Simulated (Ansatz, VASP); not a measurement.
## P: VASP beside Ansatz

```
P
1.0
    -1.70671    2.42417    1.72019
     1.70671   -2.42417    1.72019
     1.70671    2.42417   -1.72019
P
2
Cartesian
  0.0000 3.6363 0.0841
  1.7067 -1.2121 1.6361
```

Alike in both runs: functional PBE; dispersion D3(BJ); k mesh 18 × 18 × 18; occupations gaussian, width 0.1 eV; no spin polarisation.

Ansatz relaxed the structure, and its values are those at the end. VASP's run is a single point on that final structure, the one shown.

```csv
,VASP,Ansatz
version,VASP 6.6.1,Ansatz 0.2.0
potentials or method,"VASP PAW PBE potentials, release 64 (P), cutoff 520 eV","scalar-relativistic, plane waves, PAW"
valence electrons in the cell,10,10
```

Ansatz gave:

- gap on the k mesh at the Fermi level (eV): none
- pressure (GPa): 0.0
- rms of the force components (eV/Å): 0.001

Estimate VASP's values.

gap on the k mesh at the Fermi level (eV): none; pressure (GPa): -0.3; rms of the force components (eV/Å): 0.018.

A gap of «none» marks a metal or a gap that the smearing closes.
